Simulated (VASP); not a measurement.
Write the native input for VASP 6.6.1 that does the following.

```
Task                   : single point
Functional             : PBEsol
Potentials or basis    : VASP PAW PBE potentials, release 64 (Si, O)
Cutoff                 : 520 eV
k mesh                 : 2 × 2 × 2
Occupations            : fermi-dirac, width 0.05 eV
Spin                   : collinear spin, ferromagnetic start
Starting moments       : [0.0, 0.0, 0.0, 0.0, 0.0, 0.0, 0.0, 0.0, 0.0, 0.0, 0.0, 0.0, 0.0, 0.0, 0.0, 0.0, 1.0] μB
Dipole correction      : no
Further INCAR settings : LREAL = Auto; ALGO = Normal; EDIFF = 1e-07; NBANDS = 53
```

The structure of Si16O (a cell with a defect) lies in POSCAR:

```
Si16O
1.0
    0.0000000000      5.4300000000      5.4300000000
    5.4300000000      0.0000000000      5.4300000000
    5.4300000000      5.4300000000      0.0000000000
Si O
16 1
Direct
    0.0482228361     -0.0390515654      0.0828453039
    0.1405893186      0.1654327808      0.1615469613
   -0.0646869245      0.0255524862      0.5436556169
    0.0525414365      0.1397790055      0.7157274401
    0.0386372007      0.5352117864      0.0285082873
    0.2297329650      0.5709484346      0.1854419890
   -0.0068600368      0.5116482505      0.5242265193
    0.1046408840      0.6658747698      0.6349907919
    0.5059668508     -0.0276795580      0.0548618785
    0.5848710866      0.1245027624      0.2067495396
    0.4211141805      0.0309116022      0.5522744015
    0.5687569061      0.1228084715      0.6797697974
    0.6404235727      0.4781399632     -0.0412891344
    0.6696500921      0.6039779006      0.1642725599
    0.4704235727      0.5121362799      0.5171454880
    0.6105064457      0.6402302026      0.6217403315
    0.8050736648      0.9779650092      0.2471915285
```

The input as run:

INCAR

```
PREC = Accurate
ENCUT = 520
EDIFF = 1E-7
ISMEAR = -1
SIGMA = 0.05
LREAL = Auto
LASPH = True
NELM = 150
ALGO = Normal
ISIF = 2
LWAVE = False
LCHARG = False
ISPIN = 2
MAGMOM = 0 0 0 0 0 0 0 0 0 0 0 0 0 0 0 0 1
LORBIT = 11
GGA = PS
NBANDS = 53
```

KPOINTS

```
regular mesh
0
Gamma
  2 2 2
```

Potentials or basis: VASP PAW PBE potentials, release 64 (Si, O).

Command:

```sh
$ cat potpaw_PBE.64/Si/POTCAR potpaw_PBE.64/O/POTCAR > POTCAR
$ mpirun -np 1 vasp_std > vasp.out
```

It gave:

| Item | Value |
| --- | --- |
| Pressure | 0.8 GPa |
| Largest force | 4.071 eV/Å |
| Band gap on the k mesh | zero (filled and empty bands overlap) |
| Net moment | 0.00 μB per cell |
| Valence electrons inside the program's atomic spheres | Si 1.63, 1.67, 1.66, 1.65, 1.64, 1.68, 1.70, 1.73, 1.69 (each value once); O 5.22 |

Caveat: the k points lie up to 0.50 Å⁻¹ apart; the atoms stand as in a frame of molecular dynamics; the PAW data sets were made with another functional, which shifts forces and pressure a little.

Wall time 19 min on 1 thread of Intel Xeon 8259CL, on a shared host, peak memory 0.71 GiB.
